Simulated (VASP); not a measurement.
Pd: relaxation of cell and atoms with PBEsol

Pd:

```
CELL_PARAMETERS angstrom
0.00000 1.92245 1.92245
1.92245 0.00000 1.92245
1.92245 1.92245 0.00000
ATOMIC_POSITIONS crystal
Pd 0.00000 0.00000 0.00000
```

| Item | Value |
| --- | --- |
| Program | VASP 6.6.1 |
| Task | relaxation of cell and atoms |
| Functional | PBEsol |
| Potentials or basis | VASP PAW PBE potentials, release 64 (Pd) |
| Cutoff | 600 eV |
| k mesh | 19 × 19 × 19 |
| Occupations | fermi-dirac, width 0.05 eV |
| Spin | no spin polarisation |
| Dipole correction | no |
| Further INCAR settings | ALGO = Normal; EDIFF = 1e-06; IBRION = 2; EDIFFG = -0.005; NSW = 60; ISIF = 3 |

```yaml
Relaxed_volume: 14.54 Å³/atom
Relaxed_cell: a = 2.740 Å, b = 2.740 Å, c = 2.740 Å, α = 60.00°, β = 60.00°, γ = 60.00°
Space_group_after_relaxing_to_0.1_Å: Fm-3m (No. 225)
Energy_gained_by_relaxing: 4.8 meV/atom
Ionic_steps: 3
Pressure_after_relaxing: -0.1 GPa
Band_gap_on_the_k_mesh: zero (bands 5 and 6 overlap by 1.61 eV)
```

The path:
```csv
step,energy change (eV),largest force (eV/Å),pressure (GPa),volume (Å³)
1,0.0000,0.0000,4.92,14.21
2,0.0092,0.0000,-7.32,15.13
3,-0.0048,0.0000,-0.05,14.54
```

Final structure:
```yaml
crystal:
  lattice:
    - [0.00000, 1.93716, 1.93716]
    - [1.93716, 0.00000, 1.93716]
    - [1.93716, 1.93716, 0.00000]
  atoms:
    - { symbol: Pd, position: [0.00000, 0.00000, 0.00000] }
```

Levels at points of the mesh, in eV from the Fermi level:
```tsv
k point	band 1	band 2	band 3	band 4	band 5	band 6	band 7	band 8	band 9
(0.00, 0.00, 0.00)	-7.37	-2.94	-2.94	-2.94	-1.27	-1.27	17.11	21.96	21.96
```

Run time: 84 s on 1 thread of Intel Xeon 8259CL (shared host), peak memory 0.18 GiB.

Caveat: the PAW data sets were made with another functional, which shifts forces and pressure a little.
